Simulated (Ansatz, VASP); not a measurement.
**CaMn3: VASP beside Ansatz**

```
Ca Mn
1.0
     4.03644    0.00000    0.00000
     0.00000    4.03644    0.00000
     0.00000    0.00000    4.03644
Ca Mn
1 3
Direct
  0.00000 0.00000 0.00000
  0.00000 0.50000 0.50000
  0.50000 0.00000 0.50000
  0.50000 0.50000 0.00000
```

Alike in both runs: task relaxation of cell and atoms; functional PBE; k mesh 4 × 4 × 4; occupations gaussian, width 0.1 eV; collinear spin.

|  | VASP | Ansatz |
| --- | --- | --- |
| version | VASP 6.6.1 | Ansatz 0.2.0 |
| potentials or method | VASP PAW PBE potentials, release 64 (Ca_sv, Mn_pv), cutoff 500 eV | scalar-relativistic, plane waves, PAW |
| valence electrons in the cell | 49 | 55 |

Ansatz gave:

```
gap on the k mesh at the Fermi level, each at its own relaxed structure (eV) : none
net moment per atom (μB)                                                     : 2.66
size of the moment on the site where the two differ most (μB)                : 3.51
relaxed volume (Å³/atom)                                                     : 17.93
relaxed cell length with the largest relative difference (Å)                 : 4.154
```

Task: Estimate VASP's values.

Result: gap on the k mesh at the Fermi level, each at its own relaxed structure (eV): none; net moment per atom (μB): 2.66; size of the moment on the site where the two differ most (μB): 3.44; relaxed volume (Å³/atom): 17.96; relaxed cell length with the largest relative difference (Å): 4.157.

Site moments also hang on the region over which each program counts them. A gap of «none» marks a metal or a gap that the smearing closes. VASP's potentials hold 49 valence electrons a cell and Ansatz's 55, so a difference there can come from the potentials and not from the codes.

The k mesh is coarse, so the values compare programs but aren't converged.
